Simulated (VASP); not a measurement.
# ZnS3 (Pm-3m) in VASP: notebook

Runs on ZnS3. Level: PBE. Tasks: single point, relaxation of cell and atoms.

Everything below comes from runs of VASP 6.6.1. Logs are shortened: lines on timing, memory, paths and dates and some standing lists are left out, and cuts for length are marked.

## Step 1: The cell of the first run

It takes space group Pm-3m (No. 221, cubic). The conventional cell has a = 4.055 Å, b = 4.055 Å, c = 4.055 Å, α = 90.00°, β = 90.00°, γ = 90.00°. Within 3.8 Å of Zn (site symmetry m-3m) lie 12 S at 2.87 Å. S (site symmetry 4/mmm) has 4 Zn at 2.87 Å and 8 S at 2.87 Å within 3.8 Å.

## Step 2: Single point, PBE

INCAR reads:

```
SYSTEM = ZnS3
PREC = Accurate
ENCUT = 520
EDIFF = 1E-7
ISMEAR = 0
SIGMA = 0.1
LREAL = .False.
LASPH = .True.
NELM = 100
ALGO = Normal
ISIF = 2
LWAVE = .False.
LCHARG = .False.
GGA = PE
NBANDS = 23
```

KPOINTS reads:

```
Automatic mesh
0
Gamma
  12 12 12
  0 0 0
```

POSCAR reads:

```
ZnS3
1.0
    4.0551380513      0.0000000000      0.0000000000
    0.0000000000      4.0551380513      0.0000000000
    0.0000000000      0.0000000000      4.0551380513
Zn S
1 3
Direct
    0.0000000000      0.0000000000      0.0000000000
    0.0000000000      0.5000000000      0.5000000000
    0.5000000000      0.0000000000      0.5000000000
    0.5000000000      0.5000000000      0.0000000000
```

Potentials or basis: VASP PAW PBE potentials, release 64 (Zn, S).

Run with:

```console
> cat potpaw_PBE.64/Zn/POTCAR potpaw_PBE.64/S/POTCAR > POTCAR
> mpirun -np 1 vasp_std > vasp.out
```

OUTCAR:

```text
SYSTEM = ZnS3
   PREC = Accurate
   ENCUT = 520
   EDIFF = 1E-7
   ISMEAR = 0
   LREAL = .False.
   LASPH = .True.
   NELM = 100
   ISIF = 2
   GGA = PE

 ion  position               nearest neighbor table
   1  0.000  0.000  0.000-   2 2.87   3 2.87   4 2.87   2 2.87   3 2.87   2 2.87   4 2.87   2 2.87
                             3 2.87   4 2.87   3 2.87   4 2.87
   2  0.000  0.500  0.500-   1 2.87   1 2.87   1 2.87   1 2.87
   3  0.500  0.000  0.500-   1 2.87   1 2.87   1 2.87   1 2.87
   4  0.500  0.500  0.000-   1 2.87   1 2.87   1 2.87   1 2.87

  LATTYP: Found a simple cubic cell.
 ALAT       =     4.0551380513

  Lattice vectors:

 A1 = (   4.0551380513,   0.0000000000,   0.0000000000)
 A2 = (   0.0000000000,   4.0551380513,   0.0000000000)
 A3 = (   0.0000000000,   0.0000000000,   4.0551380513)

Analysis of symmetry for initial positions (statically):
=====================================================================
 Subroutine PRICEL returns:
 Original cell was already a primitive cell.

 Routine SETGRP: Setting up the symmetry group for a
 simple cubic supercell.

 Subroutine GETGRP returns: Found 48 space group operations
 (whereof 48 operations were pure point group operations)
 out of a pool of 48 trial point group operations.

The static configuration has the point symmetry O_h .

Analysis of symmetry for dynamics (positions and initial velocities):
=====================================================================
 Subroutine PRICEL returns:
 Original cell was already a primitive cell.

 Routine SETGRP: Setting up the symmetry group for a
 simple cubic supercell.

 Subroutine GETGRP returns: Found 48 space group operations
 (whereof 48 operations were pure point group operations)
 out of a pool of 48 trial point group operations.

The dynamic configuration has the point symmetry O_h .

 Subroutine INISYM returns: Found 48 space group operations
 (whereof 48 operations are pure point group operations),
 and found     1 'primitive' translations

----------------------------------------------------------------------------------------

                                     Primitive cell

  volume of cell :      66.6833

  direct lattice vectors                    reciprocal lattice vectors
     4.055138051  0.000000000  0.000000000     0.246600729  0.000000000  0.000000000
     0.000000000  4.055138051  0.000000000     0.000000000  0.246600729  0.000000000
     0.000000000  0.000000000  4.055138051     0.000000000  0.000000000  0.246600729

  length of vectors
     4.055138051  4.055138051  4.055138051     0.246600729  0.246600729  0.246600729

  position of ions in fractional coordinates (direct lattice)
     0.000000000  0.000000000  0.000000000
     0.000000000  0.500000000  0.500000000
     0.500000000  0.000000000  0.500000000
     0.500000000  0.500000000  0.000000000

  ion indices of the primitive-cell ions
   primitive index   ion index
                 1           1
                 2           2
                 3           3
                 4           4

----------------------------------------------------------------------------------------

 KPOINTS: Automatic mesh

Automatic generation of k-mesh.
 Grid dimensions read from file:
 generate k-points for:   12   12   12

 Generating k-lattice:

  Cartesian coordinates                     Fractional coordinates (reciprocal lattice)
     0.020550061  0.000000000  0.000000000     0.083333333  0.000000000  0.000000000
     0.000000000  0.020550061  0.000000000     0.000000000  0.083333333  0.000000000
     0.000000000  0.000000000  0.020550061     0.000000000  0.000000000  0.083333333

  Length of vectors
     0.020550061  0.020550061  0.020550061

  Shift w.r.t. Gamma in fractional coordinates (k-lattice)
     0.000000000  0.000000000  0.000000000

 Subroutine IBZKPT returns following result:
 ===========================================

 Found     84 irreducible k-points:

 Following reciprocal coordinates:
            Coordinates               Weight
  0.000000  0.000000  0.000000      1.000000
  0.083333  0.000000  0.000000      6.000000
  0.166667  0.000000  0.000000      6.000000
  0.250000  0.000000  0.000000      6.000000
  0.333333  0.000000  0.000000      6.000000
  0.416667  0.000000  0.000000      6.000000
[... 16 lines left out ...]
  0.333333  0.333333  0.000000     12.000000
  0.416667  0.333333  0.000000     24.000000
 [... further k-points ...]
   k-points           NKPTS =     84   k-points in BZ     NKDIM =     84   number of bands    NBANDS=     23
   number of dos      NEDOS =    301   number of ions     NIONS =      4
   total plane-waves  NPLWV =  27000
   dimension x,y,z NGX =    30 NGY =   30 NGZ =   30
   dimension x,y,z NGXF=    60 NGYF=   60 NGZF=   60
   ions per type =               1   3
   NGX,Y,Z   is equivalent  to a cutoff of  12.30, 12.30, 12.30 a.u.
   NGXF,Y,Z  is equivalent  to a cutoff of  24.60, 24.60, 24.60 a.u.
 SYSTEM =  ZnS3
   PREC   = accura    normal or accurate (medium, high low for compatibility)
   ISTART =      0    job   : 0-new  1-cont  2-samecut
   ICHARG =      2    charge: 1-file 2-atom 10-const
   ISPIN  =      1    spin polarized calculation?
   LNONCOLLINEAR =      F non collinear calculations
   LSORBIT =      F    spin-orbit coupling
   LASPH  =      T    aspherical Exc in radial PAW
   ENCUT  =  520.0 eV  38.22 Ry    6.18 a.u.   7.54  7.54  7.54*2*pi/ulx,y,z
   NELM   =    100;   NELMIN=  2; NELMDL= -5     # of ELM steps
   EDIFF  = 0.1E-06   stopping-criterion for ELM
   LREAL  =      F    real-space projection
   EDIFFG = 0.1E-05   stopping-criterion for IOM
   NSW    =      0    number of steps for IOM
   IBRION =     -1    ionic relax: 0-MD 1-quasi-New 2-CG
   NFREE  =      0    steps in history (QN), initial steepest desc. (CG)
   ISIF   =      2    stress and relaxation
   ISYM   =      2    0-nonsym 1-usesym 2-fastsym
   POTIM  = 0.5000    time-step for ionic-motion
   TEBEG  =    0.0;   TEEND  =   0.0 temperature during run
   PSTRESS=    0.0 pullay stress
   NELECT =      30.0000    total number of electrons
   NUPDOWN=      -1.0000    fix difference up-down
   EMIN   =  10.00;   EMAX   =-10.00  energy-range for DOS
   EFERMI =   0.00;   METHOD = LEGACY
   ISMEAR =     0;   SIGMA  =   0.10  broadening in eV -4-tet -1-fermi 0-gaus
   EFERMI_NEDOS =   21; number of points for ismear=-14 and -15
   IALGO  =     38    algorithm
   IMIX   =      4    mixing-type and parameters
     AMIX     =   0.40;   BMIX     =  1.00
     AMIX_MAG =   1.60;   BMIX_MAG =  1.00
  volume/ion in A,a.u.               =      16.67       112.50
  Fermi-wavevector in a.u.,A,eV,Ry     =   1.254420  2.370510 21.409710  1.573569
  Thomas-Fermi vector in A             =   2.388226
   LORBIT       =      0    0 simple, 1 ext, 2 COOP (PROOUT), +10 PAW based schemes
   GGA     = PE    functional components
   LHFCALC =     F    Hartree Fock is set to
   AEXX    =    0.0000 exact exchange contribution
   IVDW    =     0    specifies the selected vdW correction
   LEPSILON=     F    determine dielectric tensor
   LRPA    =     F    only Hartree local field effects (RPA)
 non-spin polarized calculation
 Gauss-broadening in eV      SIGMA  =   0.10
  energy-cutoff  :      520.00
  volume of cell :       66.68
 maximum number of plane-waves:      1856
   NGX = 15   NGY = 15   NGZ = 15

 number of electron      30.0000003 magnetization

 Free energy of the ion-electron system (eV)
  ---------------------------------------------------
  ext. energy  EPLUGINS =         0.00000000
  ---------------------------------------------------
  free energy    TOTEN  =       -10.29954010 eV

  energy without entropy =      -10.28468489  energy(sigma->0) =      -10.29211249

 E-fermi :   5.9119     XC(G=0): -10.9180

 val. band max:        5.9047612838   @ k =   0.5000   0.2500   0.1667
 cond. band min:       5.9253244304   @ k =   0.5000   0.4167   0.1667
 fundamental gap:      0.0205631466
 Fermi energy:         5.9119250783

 k-point     1 :       0.0000    0.0000    0.0000
  band No.  band energies     occupation
      1      -9.9085      2.00000
      2      -5.3355      2.00000
      3      -5.3355      2.00000
      4      -1.0224      2.00000
      5      -1.0224      2.00000
      6      -1.0224      2.00000
[... 15 lines left out ...]
     22      12.6150      0.00000
     23      12.6150      0.00000

 k-point     2 :       0.0833    0.0000    0.0000
  band No.  band energies     occupation
      1      -9.8613      2.00000
      2      -5.4662      2.00000
      3      -5.3204      2.00000
      4      -1.0433      2.00000
      5      -1.0433      2.00000
      6      -1.0219      2.00000
[... 15 lines left out ...]
     22      12.7887      0.00000
     23      12.7887      0.00000

 k-point     3 :       0.1667    0.0000    0.0000
  band No.  band energies     occupation
      1      -9.7212      2.00000
      2      -5.8206      2.00000
      3      -5.2781      2.00000
      4      -1.0937      2.00000
      5      -1.0937      2.00000
      6      -1.0207      2.00000
[... 15 lines left out ...]
     22      13.0474      0.00000
     23      13.0474      0.00000

 k-point     4 :       0.2500    0.0000    0.0000
  band No.  band energies     occupation
      1      -9.4943      2.00000
      2      -6.3135      2.00000
      3      -5.2183      2.00000
      4      -1.1516      2.00000
      5      -1.1516      2.00000
      6      -1.0620      2.00000
[... 15 lines left out ...]
     22      13.0066      0.00000
     23      13.6313      0.00000

 k-point     5 :       0.3333    0.0000    0.0000
  band No.  band energies     occupation
      1      -9.1955      2.00000
      2      -6.8537      2.00000
      3      -5.1558      2.00000
      4      -1.2009      2.00000
      5      -1.2009      2.00000
      6      -1.1338      2.00000
[... 434 lines left out ...]
 k-point    22 :       0.5000    0.2500    0.0000
  band No.  band energies     occupation
      1      -8.2957      2.00000
      2      -7.3749      2.00000
      3      -5.8188      2.00000
      4      -1.2817      2.00000
      5      -1.2046      2.00000
      6      -1.0946      2.00000
[... 15 lines left out ...]
     22      15.6366      0.00000
     23      15.6925      0.00000

 k-point    23 :       0.3333    0.3333    0.0000
  band No.  band energies     occupation
      1      -8.5150      2.00000
      2      -6.7947      2.00000
      3      -6.1596      2.00000
      4      -1.2873      2.00000
      5      -1.1666      2.00000
      6      -1.1285      2.00000
[... 15 lines left out ...]
     22      14.1545      0.00000
     23      16.6160      0.00000

 k-point    24 :       0.4167    0.3333    0.0000
  band No.  band energies     occupation
      1      -8.1946      2.00000
      2      -7.0577      2.00000
      3      -6.2609      2.00000
      4      -1.3953      2.00000
      5      -1.1781      2.00000
      6      -1.1330      2.00000
[... 15 lines left out ...]
     22      14.7911      0.00000
     23      16.5901      0.00000

 [... further k-points ...]
[... 5 lines left out ...]
  --------------------------------------------------------------------------------------
  -------------------------------------------------------------------------------------
  Total       -0.0041389     -0.0041389     -0.0041389     -0.0000000      0.0000000      0.0000000
  in kB       -0.0994439     -0.0994439     -0.0994439     -0.0000000      0.0000000      0.0000000
  external PRESSURE =      -0.0994439 kB  Pullay stress =       0.0000000 kB

 VOLUME and BASIS-vectors are now :
 -----------------------------------------------------------------------------
  energy-cutoff  :      520.00
  volume of cell :       66.68
      direct lattice vectors                 reciprocal lattice vectors
     4.055138051  0.000000000  0.000000000     0.246600729  0.000000000  0.000000000
     0.000000000  4.055138051  0.000000000     0.000000000  0.246600729  0.000000000
     0.000000000  0.000000000  4.055138051     0.000000000  0.000000000  0.246600729

 POSITION                                       TOTAL-FORCE (eV/Angst)
 -----------------------------------------------------------------------------------
      0.00000      0.00000      0.00000         0.000000      0.000000      0.000000
      0.00000      2.02757      2.02757         0.000000      0.000000      0.000000
      2.02757      0.00000      2.02757         0.000000      0.000000      0.000000
      2.02757      2.02757      0.00000         0.000000      0.000000      0.000000
 -----------------------------------------------------------------------------------
    total drift:                                0.000000      0.000000     -0.000000

  FREE ENERGIE OF THE ION-ELECTRON SYSTEM (eV)
  ---------------------------------------------------
  free  energy   TOTEN  =       -10.2995400986 eV

  energy  without entropy=      -10.2846848904  energy(sigma->0) =      -10.29211249
```

Wall time 2.5 min (1 thread of AMD EPYC 9R45, shared host); peak memory 0.22 GiB.

Results:

- Free energy: -10.2995 eV
- Pressure: 0.0 GPa
- Band gap on the k mesh: zero (band 15 reaches 7.38 eV, above the bottom of band 16 at 5.39 eV)

## Step 3: Single point, PBE

INCAR reads:

```
  ALGO = Normal
  EDIFF = 1E-6
  ENCUT = 520
  GGA = PE
  ISIF = 2
  ISMEAR = 0
  LASPH = T
  LCHARG = T
  LELF = T
  LREAL = F
  LVHAR = T
  LWAVE = F
  NBANDS = 23
  NELM = 100
  PREC = Accurate
  SIGMA = 0.1
```

KPOINTS reads:

```
k-points
0
Gamma
  12 12 12
```

POSCAR is that of step 2.

Potentials or basis: VASP PAW PBE potentials, release 64 (Zn, S).

Run with:

```console
> cat potpaw_PBE.64/Zn/POTCAR potpaw_PBE.64/S/POTCAR > POTCAR
> mpirun -np 1 vasp_std > vasp.out
```

Run time: 2.5 min. Hardware: 1 thread of AMD EPYC 9R45, shared host; peak memory 0.22 GiB.

The run converged. Its results:

```
Free energy            : -10.2995 eV
Pressure               : 0.0 GPa
Band gap on the k mesh : zero (band 15 reaches 7.38 eV, above the bottom of band 16 at 5.39 eV)
```

Levels at points of the mesh, in eV from the Fermi level:
```tsv
k point	band 11	band 12	band 13	band 14	band 15	band 16	band 17	band 18	band 19	band 20
(0.00, 0.00, 0.00)	-5.68	-1.65	-1.09	-1.09	-1.09	0.87	0.87	0.87	6.27	6.27
(0.50, 0.00, 0.00)	-4.12	-3.11	-3.11	-2.11	-2.10	0.53	0.53	2.93	3.59	6.28
(0.50, 0.50, 0.00)	-2.92	-2.92	-2.76	-2.28	-2.28	1.29	1.47	1.65	3.27	7.16
(0.50, 0.50, 0.50)	-6.30	-6.30	-2.72	1.46	1.46	1.47	1.47	1.47	9.57	9.57
```

## Step 4: Relaxation of cell and atoms, PBE

This run uses another cell than the first one, of 16.91 Å³/atom, 1.014 times its volume.

INCAR reads:

```
PREC = Accurate
ENCUT = 600
EDIFF = 1E-6
ISMEAR = 0
SIGMA = 0.1
LREAL = False
LASPH = True
NELM = 60
ALGO = Normal
ISIF = 3
LWAVE = False
LCHARG = False
GGA = PE
IBRION = 2
NSW = 100
EDIFFG = -0.01
```

KPOINTS reads:

```
regular mesh
0
Gamma
  12 12 12
```

POSCAR reads:

```
ZnS3
1.0
    4.0742549346      0.0000000000      0.0000000000
    0.0000000000      4.0742549346      0.0000000000
    0.0000000000      0.0000000000      4.0742549346
Zn S
1 3
Direct
    0.0000000000      0.0000000000      0.0000000000
    0.0000000000      0.5000000000      0.5000000000
    0.5000000000      0.0000000000      0.5000000000
    0.5000000000      0.5000000000      0.0000000000
```

Run with:

```console
> cat potpaw_PBE.64/Zn/POTCAR potpaw_PBE.64/S/POTCAR > POTCAR
> mpirun -np 1 vasp_std > vasp.out
```

Wall time 4.1 min (1 thread of AMD EPYC 9R45, shared host); peak memory 0.26 GiB.

Results (log left out):

```
Free energy                            : -10.3001 eV
Relaxed volume                         : 16.66 Å³/atom
Relaxed cell                           : a = 4.054 Å, b = 4.054 Å, c = 4.054 Å, α = 90.00°, β = 90.00°, γ = 90.00°
Space group after relaxing (to 0.05 Å) : Pm-3m (No. 221)
Energy gained by relaxing              : 0.7 meV/atom
Ionic steps                            : 2
Pressure after relaxing                : 0.0 GPa
Band gap on the k mesh                 : zero (band 15 reaches 7.38 eV, above the bottom of band 16 at 5.40 eV)
```

Step by step:
| step | energy change (eV) | largest force (eV/Å) | pressure (GPa) | volume (Å³) |
| --- | --- | --- | --- | --- |
| 1 | 0.0000 | 0.0000 | -0.95 | 67.63 |
| 2 | -0.0029 | 0.0000 | 0.05 | 66.65 |

Final structure:
```yaml
crystal:
  lattice:
    - [4.05445, 0.00000, 0.00000]
    - [0.00000, 4.05445, 0.00000]
    - [0.00000, 0.00000, 4.05445]
  atoms:
    - { symbol: Zn, position: [0.00000, 0.00000, 0.00000] }
    - { symbol: S, position: [0.00000, 0.50000, 0.50000] }
    - { symbol: S, position: [0.50000, 0.00000, 0.50000] }
    - { symbol: S, position: [0.50000, 0.50000, 0.00000] }
```

Levels at points of the mesh, in eV from the Fermi level:
| k point | band 12 | band 13 | band 14 | band 15 | band 16 | band 17 | band 18 | band 19 |
| --- | --- | --- | --- | --- | --- | --- | --- | --- |
| (0.00, 0.00, 0.00) | -1.65 | -1.09 | -1.09 | -1.09 | 0.87 | 0.87 | 0.87 | 6.27 |
| (0.50, 0.00, 0.00) | -3.11 | -3.11 | -2.11 | -2.10 | 0.53 | 0.53 | 2.93 | 3.59 |
| (0.50, 0.50, 0.00) | -2.92 | -2.76 | -2.28 | -2.28 | 1.30 | 1.47 | 1.65 | 3.27 |
| (0.50, 0.50, 0.50) | -6.30 | -2.72 | 1.47 | 1.47 | 1.48 | 1.48 | 1.48 | 9.57 |
